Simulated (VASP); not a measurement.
# MnSb (Pm-3m) in VASP: notebook

Runs on MnSb. Level: PBE. Tasks: single point, relaxation of cell and atoms.

Everything below comes from runs of VASP 6.6.1. Logs are shortened: lines on timing, memory, paths and dates and some standing lists are left out, and cuts for length are marked.

### 1 The cell of the first run

The structure is cubic, space group Pm-3m (No. 221). Conventional cell: a = 3.346 Å, b = 3.346 Å, c = 3.346 Å, α = 90.00°, β = 90.00°, γ = 90.00°. Within 3.8 Å of Mn (site symmetry m-3m) lie 8 Sb at 2.90 Å and 6 Mn at 3.35 Å. Within 3.8 Å of Sb (site symmetry m-3m) lie 8 Mn at 2.90 Å and 6 Sb at 3.35 Å.

### 2 Single point, PBE, collinear spin

Contents of INCAR:

```
SYSTEM = MnSb
PREC = Accurate
ENCUT = 520
EDIFF = 1E-6
ISMEAR = 0
SIGMA = 0.1
LREAL = .False.
LASPH = .True.
NELM = 150
ALGO = Normal
ISIF = 2
LWAVE = .False.
LCHARG = .False.
ISPIN = 2
MAGMOM = 4.3 -0.17
LORBIT = 11
LMAXMIX = 4
GGA = PE
NBANDS = 20
```

Contents of KPOINTS:

```
regular mesh
0
Gamma
  6 6 6
  0 0 0
```

Contents of POSCAR:

```
MnSb
1.0
    3.3460161515      0.0000000000      0.0000000000
    0.0000000000      3.3460161515      0.0000000000
    0.0000000000      0.0000000000      3.3460161515
Mn Sb
1 1
Direct
    0.0000000000      0.0000000000      0.0000000000
    0.5000000000      0.5000000000      0.5000000000
```

Potentials or basis: VASP PAW PBE potentials, release 64 (Mn_pv, Sb).

The run is started by

```
> cat potpaw_PBE.64/Mn_pv/POTCAR potpaw_PBE.64/Sb/POTCAR > POTCAR
> mpirun -np 1 vasp_std > vasp.out
```

OUTCAR:

```text
SYSTEM = MnSb
   PREC = Accurate
   ENCUT = 520
   EDIFF = 1E-6
   ISMEAR = 0
   LREAL = .False.
   LASPH = .True.
   NELM = 150
   ISIF = 2
   ISPIN = 2
   LORBIT = 11
   GGA = PE

 ion  position               nearest neighbor table
   1  0.000  0.000  0.000-   2 2.90   2 2.90   2 2.90   2 2.90   2 2.90   2 2.90   2 2.90   2 2.90

   2  0.500  0.500  0.500-   1 2.90   1 2.90   1 2.90   1 2.90   1 2.90   1 2.90   1 2.90   1 2.90

  LATTYP: Found a simple cubic cell.
 ALAT       =     3.3460161515

  Lattice vectors:

 A1 = (   3.3460161515,   0.0000000000,   0.0000000000)
 A2 = (   0.0000000000,   3.3460161515,   0.0000000000)
 A3 = (   0.0000000000,   0.0000000000,   3.3460161515)

Analysis of symmetry for initial positions (statically):
=====================================================================
 Subroutine PRICEL returns:
 Original cell was already a primitive cell.

 Routine SETGRP: Setting up the symmetry group for a
 simple cubic supercell.

 Subroutine GETGRP returns: Found 48 space group operations
 (whereof 48 operations were pure point group operations)
 out of a pool of 48 trial point group operations.

The static configuration has the point symmetry O_h .

Analysis of symmetry for dynamics (positions and initial velocities):
=====================================================================
 Subroutine PRICEL returns:
 Original cell was already a primitive cell.

 Routine SETGRP: Setting up the symmetry group for a
 simple cubic supercell.

 Subroutine GETGRP returns: Found 48 space group operations
 (whereof 48 operations were pure point group operations)
 out of a pool of 48 trial point group operations.

The dynamic configuration has the point symmetry O_h .

Analysis of structural, dynamic, and magnetic symmetry:
=====================================================================
 Subroutine PRICEL returns:
 Original cell was already a primitive cell.

 Routine SETGRP: Setting up the symmetry group for a
 simple cubic supercell.

 Subroutine GETGRP returns: Found 48 space group operations
 (whereof 48 operations were pure point group operations)
 out of a pool of 48 trial point group operations.

The overall configuration has the point symmetry O_h .

 Subroutine INISYM returns: Found 48 space group operations
 (whereof 48 operations are pure point group operations),
 and found     1 'primitive' translations

----------------------------------------------------------------------------------------

                                     Primitive cell

  volume of cell :      37.4614

  direct lattice vectors                    reciprocal lattice vectors
     3.346016152  0.000000000  0.000000000     0.298862873  0.000000000  0.000000000
     0.000000000  3.346016152  0.000000000     0.000000000  0.298862873  0.000000000
     0.000000000  0.000000000  3.346016152     0.000000000  0.000000000  0.298862873

  length of vectors
     3.346016152  3.346016152  3.346016152     0.298862873  0.298862873  0.298862873

  position of ions in fractional coordinates (direct lattice)
     0.000000000  0.000000000  0.000000000
     0.500000000  0.500000000  0.500000000

  ion indices of the primitive-cell ions
   primitive index   ion index
                 1           1
                 2           2

----------------------------------------------------------------------------------------

 KPOINTS: regular mesh

Automatic generation of k-mesh.
 Grid dimensions read from file:
 generate k-points for:    6    6    6

 Generating k-lattice:

  Cartesian coordinates                     Fractional coordinates (reciprocal lattice)
     0.049810479  0.000000000  0.000000000     0.166666667  0.000000000  0.000000000
     0.000000000  0.049810479  0.000000000     0.000000000  0.166666667  0.000000000
     0.000000000  0.000000000  0.049810479     0.000000000  0.000000000  0.166666667

  Length of vectors
     0.049810479  0.049810479  0.049810479

  Shift w.r.t. Gamma in fractional coordinates (k-lattice)
     0.000000000  0.000000000  0.000000000

 Subroutine IBZKPT returns following result:
 ===========================================

 Found     20 irreducible k-points:

 Following reciprocal coordinates:
            Coordinates               Weight
  0.000000  0.000000  0.000000      1.000000
  0.166667  0.000000  0.000000      6.000000
  0.333333  0.000000  0.000000      6.000000
  0.500000  0.000000  0.000000      3.000000
  0.166667  0.166667  0.000000     12.000000
  0.333333  0.166667  0.000000     24.000000
[... 12 lines left out ...]
  0.500000  0.500000  0.333333      6.000000
  0.500000  0.500000  0.500000      1.000000
   k-points           NKPTS =     20   k-points in BZ     NKDIM =     20   number of bands    NBANDS=     20
   number of dos      NEDOS =    301   number of ions     NIONS =      2
   total plane-waves  NPLWV =  21952
   dimension x,y,z NGX =    28 NGY =   28 NGZ =   28
   dimension x,y,z NGXF=    56 NGYF=   56 NGZF=   56
   ions per type =               1   1
   NGX,Y,Z   is equivalent  to a cutoff of  13.91, 13.91, 13.91 a.u.
   NGXF,Y,Z  is equivalent  to a cutoff of  27.82, 27.82, 27.82 a.u.
 SYSTEM =  MnSb
   PREC   = accura    normal or accurate (medium, high low for compatibility)
   ISTART =      0    job   : 0-new  1-cont  2-samecut
   ICHARG =      2    charge: 1-file 2-atom 10-const
   ISPIN  =      2    spin polarized calculation?
   LNONCOLLINEAR =      F non collinear calculations
   LSORBIT =      F    spin-orbit coupling
   LASPH  =      T    aspherical Exc in radial PAW
   ENCUT  =  520.0 eV  38.22 Ry    6.18 a.u.   6.22  6.22  6.22*2*pi/ulx,y,z
   NELM   =    150;   NELMIN=  2; NELMDL= -5     # of ELM steps
   EDIFF  = 0.1E-05   stopping-criterion for ELM
   LREAL  =      F    real-space projection
   EDIFFG = 0.1E-04   stopping-criterion for IOM
   NSW    =      0    number of steps for IOM
   IBRION =     -1    ionic relax: 0-MD 1-quasi-New 2-CG
   NFREE  =      0    steps in history (QN), initial steepest desc. (CG)
   ISIF   =      2    stress and relaxation
   ISYM   =      2    0-nonsym 1-usesym 2-fastsym
   POTIM  = 0.5000    time-step for ionic-motion
   TEBEG  =    0.0;   TEEND  =   0.0 temperature during run
   PSTRESS=    0.0 pullay stress
   NELECT =      18.0000    total number of electrons
   NUPDOWN=      -1.0000    fix difference up-down
   EMIN   =  10.00;   EMAX   =-10.00  energy-range for DOS
   EFERMI =   0.00;   METHOD = LEGACY
   ISMEAR =     0;   SIGMA  =   0.10  broadening in eV -4-tet -1-fermi 0-gaus
   EFERMI_NEDOS =   21; number of points for ismear=-14 and -15
   IALGO  =     38    algorithm
   IMIX   =      4    mixing-type and parameters
     AMIX     =   0.40;   BMIX     =  1.00
     AMIX_MAG =   1.60;   BMIX_MAG =  1.00
  volume/ion in A,a.u.               =      18.73       126.40
  Fermi-wavevector in a.u.,A,eV,Ry     =   1.282245  2.423091 22.370044  1.644152
  Thomas-Fermi vector in A             =   2.414568
   LORBIT       =     11    0 simple, 1 ext, 2 COOP (PROOUT), +10 PAW based schemes
   GGA     = PE    functional components
   LHFCALC =     F    Hartree Fock is set to
   AEXX    =    0.0000 exact exchange contribution
   IVDW    =     0    specifies the selected vdW correction
   LEPSILON=     F    determine dielectric tensor
   LRPA    =     F    only Hartree local field effects (RPA)
 spin polarized calculation
 Gauss-broadening in eV      SIGMA  =   0.10
  energy-cutoff  :      520.00
  volume of cell :       37.46
 maximum number of plane-waves:      1024
 NGX is ok and might be reduce to    28
   NGX = 13   NGY = 13   NGZ = 13

 number of electron      17.9999998 magnetization       3.0095471

 Free energy of the ion-electron system (eV)
  ---------------------------------------------------
  ext. energy  EPLUGINS =         0.00000000
  ---------------------------------------------------
  free energy    TOTEN  =       -12.53422765 eV

  energy without entropy =      -12.52518015  energy(sigma->0) =      -12.52970390

 E-fermi :   9.5350     XC(G=0): -11.4160

 val. band max:        9.4929994205   @ k =   0.3333   0.3333   0.1667
 cond. band min:       9.5409005261   @ k =   0.1667   0.1667   0.0000
 fundamental gap:      0.0479011056
 Fermi energy:         9.5349562285

 spin component 1

 k-point     1 :       0.0000    0.0000    0.0000
  band No.  band energies     occupation
      1     -39.8322      1.00000
      2     -39.8322      1.00000
      3     -39.8322      1.00000
      4      -3.0962      1.00000
      5       6.6443      1.00000
      6       6.6443      1.00000
[... 12 lines left out ...]
     19      24.7671      0.00000
     20      24.7671      0.00000
[... 415 lines left out ...]
 k-point    20 :       0.5000    0.5000    0.5000
  band No.  band energies     occupation
      1     -39.8442      1.00000
      2     -39.8442      1.00000
      3     -39.8442      1.00000
      4       3.1496      1.00000
      5       4.6971      1.00000
      6       4.6971      1.00000
[... 12 lines left out ...]
     19      30.2605      0.00000
     20      30.2605      0.00000
 Fermi energy:         9.5349562285

 spin component 2

 k-point     1 :       0.0000    0.0000    0.0000
  band No.  band energies     occupation
      1     -36.5429      1.00000
      2     -36.5429      1.00000
      3     -36.5429      1.00000
      4      -3.1477      1.00000
      5       8.7424      1.00000
      6       8.7424      1.00000
[... 12 lines left out ...]
     19      25.2984      0.00000
     20      25.2984      0.00000
[... 415 lines left out ...]
 k-point    20 :       0.5000    0.5000    0.5000
  band No.  band energies     occupation
      1     -36.5574      1.00000
      2     -36.5574      1.00000
      3     -36.5574      1.00000
      4       2.9681      1.00000
      5       5.3709      1.00000
      6       5.3709      1.00000
[... 12 lines left out ...]
     19      30.3493      0.00000
     20      30.3493      0.00000

------------------------ aborting loop because EDIFF is reached ----------------------------------------

  FORCE on cell =-STRESS in cart. coord.  units (eV):
  Direction    XX          YY          ZZ          XY          YZ          ZX
  --------------------------------------------------------------------------------------
  -------------------------------------------------------------------------------------
  Total        0.0274497      0.0274497      0.0274497     -0.0000000     -0.0000000      0.0000000
  in kB        1.1739880      1.1739880      1.1739880     -0.0000000     -0.0000000      0.0000000
  external PRESSURE =       1.1739880 kB  Pullay stress =       0.0000000 kB

 VOLUME and BASIS-vectors are now :
 -----------------------------------------------------------------------------
  energy-cutoff  :      520.00
  volume of cell :       37.46
      direct lattice vectors                 reciprocal lattice vectors
     3.346016152  0.000000000  0.000000000     0.298862873  0.000000000  0.000000000
     0.000000000  3.346016152  0.000000000     0.000000000  0.298862873  0.000000000
     0.000000000  0.000000000  3.346016152     0.000000000  0.000000000  0.298862873

 POSITION                                       TOTAL-FORCE (eV/Angst)
 -----------------------------------------------------------------------------------
      0.00000      0.00000      0.00000         0.000000      0.000000      0.000000
      1.67301      1.67301      1.67301         0.000000      0.000000      0.000000
 -----------------------------------------------------------------------------------
    total drift:                               -0.000000     -0.000000     -0.000000

  FREE ENERGIE OF THE ION-ELECTRON SYSTEM (eV)
  ---------------------------------------------------
  free  energy   TOTEN  =       -12.5342276549 eV

  energy  without entropy=      -12.5251801501  energy(sigma->0) =      -12.52970390

 total charge

# of ion       s       p       d       tot
------------------------------------------
    1        0.247   6.166   5.122  11.536
    2        1.192   1.185   0.062   2.439
--------------------------------------------------
tot          1.439   7.352   5.184  13.975

 magnetization (x)

# of ion       s       p       d       tot
------------------------------------------
    1        0.022   0.014   3.089   3.125
    2        0.023  -0.135  -0.000  -0.112
--------------------------------------------------
tot          0.045  -0.121   3.089   3.013
```

Wall time 55 s (1 thread of Intel Xeon 8259CL, shared host); peak memory 0.18 GiB.

Results:

```
Free energy                                           : -12.5342 eV
Pressure                                              : 0.1 GPa
Net moment                                            : 3.01 μB per cell
Site moments                                          : Mn +3.12; Sb -0.11 μB
Valence electrons inside the program's atomic spheres : Mn 11.54; Sb 2.44
```

Caveat: spin-orbit coupling is left out, which moves the levels of the heavy elements; a cell with one magnetic atom can't hold antiferromagnetic order, which such compounds often take.

### 3 Single point, PBE, collinear spin, ferromagnetic start

This run uses another cell than the first one, of 22.15 Å³/atom.

Contents of INCAR:

```
ALGO = Normal
EDIFF = 1E-7
ENCUT = 520
GGA = PE
ISIF = 2
ISMEAR = 0
ISPIN = 2
LASPH = True
LCHARG = False
LMAXMIX = 4
LORBIT = 11
LREAL = False
LWAVE = False
MAGMOM = 4 0
NBANDS = 20
NELM = 150
PREC = Accurate
SIGMA = 0.1
```

Contents of KPOINTS:

```
k-points
0
Gamma
  6 6 6
```

Contents of POSCAR:

```
MnSb
1.0
    3.5382679942      0.0000000000      0.0000000000
    0.0000000000      3.5382679942      0.0000000000
    0.0000000000      0.0000000000      3.5382679942
Mn Sb
1 1
Direct
    0.0000000000      0.0000000000      0.0000000000
    0.5000000000      0.5000000000      0.5000000000
```

Potentials or basis: VASP PAW PBE potentials, release 64 (Mn_pv, Sb).

The run is started by

```
> cat potpaw_PBE.64/Mn_pv/POTCAR potpaw_PBE.64/Sb/POTCAR > POTCAR
> mpirun -np 1 vasp_std > vasp.out
```

Wall time 68 s (1 thread of Intel Xeon 8259CL, shared host); peak memory 0.18 GiB.

The run converged. Its results:

- Free energy: -12.3892 eV
- Pressure: -5.0 GPa
- Net moment: 3.77 μB per cell
- Site moments: Mn +3.78; Sb -0.12 μB
- Valence electrons inside the program's atomic spheres: Mn 11.36; Sb 2.39

Levels at points of the mesh, in eV from the Fermi level:
Spin up:
| k point | band 7 | band 8 | band 9 | band 10 | band 11 | band 12 | band 13 | band 14 | band 15 | band 16 |
| --- | --- | --- | --- | --- | --- | --- | --- | --- | --- | --- |
| (0.00, 0.00, 0.00) | -2.39 | -2.39 | -2.39 | 0.43 | 0.43 | 0.43 | 2.32 | 5.81 | 5.81 | 12.70 |
| (0.50, 0.00, 0.00) | -2.98 | -2.98 | -2.37 | -2.06 | 3.09 | 3.09 | 5.01 | 6.48 | 6.50 | 6.50 |
| (0.50, 0.50, 0.00) | -3.31 | -2.64 | -2.64 | -2.18 | -1.90 | -0.29 | 3.27 | 8.17 | 8.17 | 9.11 |
| (0.50, 0.50, 0.50) | -4.48 | -2.17 | -2.17 | 0.31 | 0.31 | 0.31 | 1.12 | 1.12 | 1.12 | 2.72 |
Spin down:
| k point | band 5 | band 6 | band 7 | band 8 | band 9 | band 10 |
| --- | --- | --- | --- | --- | --- | --- |
| (0.00, 0.00, 0.00) | -0.34 | -0.34 | 0.42 | 0.42 | 0.42 | 1.06 |
| (0.50, 0.00, 0.00) | -6.06 | -0.50 | -0.50 | 0.08 | 1.10 | 1.61 |
| (0.50, 0.50, 0.00) | -4.18 | -4.18 | -1.19 | 0.60 | 0.60 | 1.35 |
| (0.50, 0.50, 0.50) | -3.58 | -3.58 | -3.58 | 1.64 | 1.64 | 1.64 |

Caveat: the cell stands under tension; spin-orbit coupling is left out, which moves the levels of the heavy elements; a cell with one magnetic atom can't hold antiferromagnetic order, which such compounds often take.

### 4 Relaxation of cell and atoms, PBE, collinear spin

This run uses another cell than the first one, of 22.15 Å³/atom.

Contents of INCAR:

```
SYSTEM = MnSb
ALGO = Normal
EDIFF = 1E-6
EDIFFG = -0.04
ENCUT = 600
GGA = PE
IBRION = 2
ISIF = 3
ISMEAR = 0
ISPIN = 2
LASPH = .True.
LCHARG = .False.
LMAXMIX = 4
LORBIT = 11
LREAL = .False.
LWAVE = .False.
MAGMOM = 4.3 -0.17
NELM = 150
NSW = 90
PREC = Accurate
SIGMA = 0.1
```

Contents of KPOINTS:

```
k-points
0
Gamma
  6 6 6
  0 0 0
```

POSCAR is that of step 3.

The run is started by

```
> cat potpaw_PBE.64/Mn_pv/POTCAR potpaw_PBE.64/Sb/POTCAR > POTCAR
> mpirun -np 1 vasp_std > vasp.out
```

It took 3.9 min on 1 thread of Intel Xeon 8259CL, shared host; peak memory 0.2 GiB.

It converged, with:

- Free energy: -12.3319 eV
- Relaxed volume: 15.76 Å³/atom
- Relaxed cell: a = 3.159 Å, b = 3.159 Å, c = 3.159 Å, α = 90.00°, β = 90.00°, γ = 90.00°
- Space group after relaxing (to 0.1 Å): Pm-3m (No. 221)
- Pressure after relaxing: 0.0 GPa
- Band gap on the k mesh: zero (filled and empty bands overlap)
- Net moment: 0.00 μB per cell
- Valence electrons inside the program's atomic spheres: Mn 11.79; Sb 2.47

Final structure:
```
Mn Sb
1.0
     3.15887    0.00000    0.00000
     0.00000    3.15887    0.00000
     0.00000    0.00000    3.15887
Mn Sb
1 1
Direct
  0.00000 0.00000 0.00000
  0.50000 0.50000 0.50000
```

Levels at points of the mesh, in eV from the Fermi level:
Spin up:
```csv
k point,band 5,band 6,band 7,band 8,band 9,band 10,band 11,band 12,band 13,band 14
"(0.00, 0.00, 0.00)",-2.10,-2.10,-0.09,-0.09,-0.09,1.17,1.17,1.17,6.98,7.68
"(0.50, 0.00, 0.00)",-7.88,-1.71,-1.69,-1.69,-0.09,0.60,5.94,5.94,7.12,8.45
"(0.50, 0.50, 0.00)",-5.30,-5.30,-2.40,-0.70,-0.70,0.52,1.10,2.19,5.41,10.23
"(0.50, 0.50, 0.50)",-5.12,-5.12,-5.12,0.56,0.56,1.78,1.78,1.78,3.02,3.02
```
Spin down:
| k point | band 7 | band 8 | band 9 | band 10 | band 11 | band 12 |
| --- | --- | --- | --- | --- | --- | --- |
| (0.00, 0.00, 0.00) | -0.09 | -0.09 | -0.09 | 1.17 | 1.17 | 1.17 |
| (0.50, 0.00, 0.00) | -1.69 | -1.69 | -0.09 | 0.60 | 5.94 | 5.94 |
| (0.50, 0.50, 0.00) | -2.40 | -0.70 | -0.70 | 0.52 | 1.10 | 2.19 |
| (0.50, 0.50, 0.50) | -5.12 | 0.56 | 0.56 | 1.78 | 1.78 | 1.78 |

Caveat: the volume moved by over 15 % at a fixed basis, so the end points are rough; the moments typed at the start vanished in this run; spin-orbit coupling is left out, which moves the levels of the heavy elements.

(Part 1 of 2 ends here.)

The gap in the log of VASP goes by the Fermi energy; the results here count the filled bands.